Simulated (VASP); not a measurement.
Set up this calculation in VASP 6.6.1, as the native input.

```yaml
Task: single point
Functional: PBE
Potentials_or_basis: VASP PAW PBE potentials, release 64 (B, P)
Cutoff: 520 eV
k_mesh: 4 × 4 × 6
Occupations: gaussian, width 0.1 eV
Spin: no spin polarisation
Dipole_correction: no
Further_INCAR_settings: ALGO = Normal; EDIFF = 1e-07; NBANDS = 20
```

The structure of B2P lies in POSCAR:

```
B2P
1.0
    3.9727480319      0.0000000000      0.0000000000
    0.0000000000      4.9401657977      0.0000000000
    0.0000000000      0.0000000000      3.1081990929
B P
4 2
Direct
    0.1710228306      0.3996535718      0.0000000000
    0.8289771694      0.6003464282      0.0000000000
    0.6710228306      0.1003464282      0.5000000000
    0.3289771694      0.8996535718      0.5000000000
    0.0000000000      0.0000000000      0.0000000000
    0.5000000000      0.5000000000      0.5000000000
```

These files were run (other wordings do the same):

INCAR

```
ALGO = Normal
EDIFF = 1E-7
ENCUT = 520
GGA = PE
ISIF = 2
ISMEAR = 0
LASPH = T
LCHARG = F
LREAL = F
LWAVE = F
NBANDS = 20
NELM = 60
PREC = Accurate
SIGMA = 0.1
```

KPOINTS

```
k-points
0
Gamma
  4 4 6
```

Potentials or basis: VASP PAW PBE potentials, release 64 (B, P).

Launch:

```bash
$ cat potpaw_PBE.64/B/POTCAR potpaw_PBE.64/P/POTCAR > POTCAR
$ mpirun -np 1 vasp_std > vasp.out
```

It gave:

| Quantity | Value |
| --- | --- |
| Pressure | -0.1 GPa |
| Largest force | 0.049 eV/Å |
| Band gap on the k mesh | zero (band 11 reaches 8.62 eV, above the bottom of band 12 at 5.54 eV) |

Caveat: the k points lie up to 0.40 Å⁻¹ apart.

Wall time 22 s on 1 thread of AMD EPYC 9R45 96-Core Processor (Zen 5), on a shared host, peak memory 0.15 GiB.
